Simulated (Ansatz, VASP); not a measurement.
# One calculation of Si2Ni, two programs

```xyz
15
Lattice="3.8515 0.0000 0.0000 -1.9258 3.3355 0.0000 0.0000 0.0000 29.1514" Properties=species:S:1:pos:R:3 pbc="T T T"
Si    0.0000    0.0000    7.6128
Si    0.0000    2.2237    9.0335
Si    1.9258    1.1118   10.6341
Si    0.0000    0.0000   12.2227
Si    0.0000    2.2237   13.7725
Si    1.9258    1.1118   15.3789
Si    0.0000    0.0000   16.9287
Si    0.0000    2.2237   18.5173
Si    1.9258    1.1118   20.1179
Si    0.0000    0.0000   21.5385
Ni    1.9258    1.1118    8.3145
Ni    0.0000    2.2237   11.4127
Ni    0.0000    0.0000   14.5757
Ni    1.9258    1.1118   17.7387
Ni    0.0000    2.2237   20.8369
```

Alike in both runs: functional PBE; k mesh 9 × 9 × 1; occupations gaussian, width 0.1 eV; no spin polarisation.

Ansatz relaxed the structure, and its values are those at the end. VASP's run is a single point on that final structure, the one shown.

|  | VASP | Ansatz |
| --- | --- | --- |
| version | VASP 6.6.1 | Ansatz 0.2.0 |
| potentials or method | VASP PAW PBE potentials, release 64 (Si, Ni), cutoff 520 eV | scalar-relativistic, plane waves, PAW |
| valence electrons in the cell | 90 | 130 |

|  | VASP | Ansatz | Ansatz less VASP |
| --- | --- | --- | --- |
| gap on the k mesh at the Fermi level (eV) | none | none | - |
| rms of the force components (eV/Å) | 0.004 | 0.004 | -0.0003 |

A gap of «none» marks a metal or a gap that the smearing closes. VASP's potentials hold 90 valence electrons a cell and Ansatz's 130, so a difference there can come from the potentials and not from the codes.
